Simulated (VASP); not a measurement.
Crystal: MoS2.

```
Mo S
1.0
     3.22746    0.00000    0.00000
    -1.61373    2.79507    0.00000
     0.00000    0.00000    6.31247
Mo S
1 2
Direct
  0.00000 0.00000 0.50000
  0.66667 0.33333 0.74468
  0.33333 0.66667 0.25532
```

| Item | Value |
| --- | --- |
| Program | VASP 6.6.1 |
| Task | relaxation of cell and atoms |
| Functional | PBE |
| Potentials or basis | VASP PAW PBE potentials, release 64 (Mo_sv, S) |
| Cutoff | 600 eV |
| k mesh | 9 × 9 × 4 |
| Occupations | fermi-dirac, width 0.05 eV |
| Spin | no spin polarisation |

At the start: pressure 1.0 GPa; volume 18.98 Å³/atom.

Q: Where does the relaxation end?

A: Over 24 steps the energy falls by 5.7 meV/atom and the volume is 20.06 Å³/atom (+5.7 %); space group P-3m1 (No. 164, to 0.05 Å).

Step by step:
```
step  energy change (eV)  largest force (eV/Å)  pressure (GPa)  volume (Å³)
   1              0.0000                0.2747            0.99        56.94
   2             -0.0015                0.3042           -2.46        57.91
   3             -0.0065                0.0369           -0.89        57.46
   4             -0.0113                0.0503           -0.17        56.96
   5             -0.0115                0.0536            0.06        56.81
   6             -0.0118                0.0339            0.16        56.85
   7             -0.0124                0.0222            0.47        56.98
   8             -0.0121                0.1365            1.10        57.23
   9             -0.0125                0.0617            0.69        57.07
  10             -0.0125                0.0617            0.68        57.08
  11             -0.0126                0.0612            0.66        57.13
  12             -0.0129                0.0578            0.61        57.23
  13             -0.0134                0.0530            0.51        57.42
  14             -0.0142                0.0446            0.32        57.80
  15             -0.0151                0.0270           -0.01        58.57
  16             -0.0147                0.0006           -0.60        60.12
  17             -0.0152                0.0196           -0.25        59.24
  18             -0.0157                0.0194           -0.19        59.36
  19             -0.0167                0.0216            0.01        59.74
  20             -0.0165                0.0339            0.45        60.47
  21             -0.0169                0.0316            0.24        60.14
  22             -0.0169                0.0296            0.19        60.05
  23             -0.0169                0.0347           -0.20        60.31
  24             -0.0170                0.0031           -0.01        60.18
```

Final structure:
```
Mo S
1.0
     3.19249    0.00000    0.00000
    -1.59624    2.76478    0.00000
     0.00000    0.00000    6.81866
Mo S
1 2
Cartesian
  0.0000 0.0000 3.4093
  1.5962 0.9216 4.9923
  0.0000 1.8432 1.8263
```

Caveat: this functional lacks dispersion, which binds the layers, so the pressure and a relaxed spacing across them are unreliable.
